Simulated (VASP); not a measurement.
A run of VASP 6.6.1:

File INCAR:

```
ALGO = Normal ; EDIFF = 1E-6
ENCUT = 500 ; GGA = PE
GGA_COMPAT = F ; ISIF = 2
ISMEAR = 0 ; LASPH = T
LCHARG = F ; LMAXMIX = 6
LREAL = F ; LWAVE = F
NBANDS = 31 ; NELM = 200
PREC = Accurate ; SIGMA = 0.1
```

The input KPOINTS:

```
k-points
0
Gamma
  4 4 4
```

The input POSCAR:

```
NaTbBr4
1.0
    4.1000061221     -3.4373903193     -0.0037168527
    4.1000061221      3.4373903193     -0.0037168527
   -3.4258277152      0.0000000000      7.4561186148
Na Tb Br
1 1 4
Direct
    0.9167547052      0.0832452948      0.5000000000
    0.5976909888      0.4023090112      0.0000000000
    0.0268206376      0.4926399919      0.8914281658
    0.5073600081      0.9731793624      0.1085718342
    0.9524671498      0.4939662329      0.3402744369
    0.5060337671      0.0475328502      0.6597255631
```

Potentials or basis: VASP PAW PBE potentials, release 64 (Na_pv, Tb_3, Br), 4f in core.

Run with:

```bash
$ cat potpaw_PBE.64/Na_pv/POTCAR potpaw_PBE.64/Tb_3/POTCAR potpaw_PBE.64/Br/POTCAR > POTCAR
$ mpirun -np 1 vasp_std > vasp.out
```

Hardware: 1 thread of Intel(R) Xeon(R) 6975P-C (Granite Rapids) (shared host).

Q: How long does it take, and how much memory?

A: It took 92 s on 1 thread of Intel(R) Xeon(R) 6975P-C (Granite Rapids) (shared host), peak memory 0.38 GiB. Counts: scf iterations 15, k points 24.
